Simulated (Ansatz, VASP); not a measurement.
## Two plane-wave programs on KI

```
K I
1.0
     0.00000    3.54457    3.54457
     3.54457    0.00000    3.54457
     3.54457    3.54457    0.00000
K I
1 1
Direct
  0.00000 0.00000 0.00000
  0.50000 0.50000 0.50000
```

Alike in both runs: task single point; functional PBEsol; k mesh 4 × 4 × 4; no spin polarisation.

|  | VASP | Ansatz |
| --- | --- | --- |
| version | VASP 6.6.1 | Ansatz 0.2.0 |
| potentials or method | VASP PAW PBE potentials, release 64 (K_sv, I) | plane waves |
| plane-wave cutoff (eV) | 520 | 420 |
| occupations | gaussian, width 0.01 eV | fixed |
| valence electrons in the cell | 16 | 26 |

Ansatz gave:

- gap on the k mesh at the Fermi level (eV): 3.80
- pressure (GPa): -0.4

Q: Estimate VASP's values.

A: gap on the k mesh at the Fermi level (eV): 3.79; pressure (GPa): -0.4.

VASP's potentials were made for PBE, not for PBEsol. VASP's potentials hold 16 valence electrons a cell and Ansatz's 26, so a difference there can come from the potentials and not from the codes.

Spin-orbit coupling is off throughout.
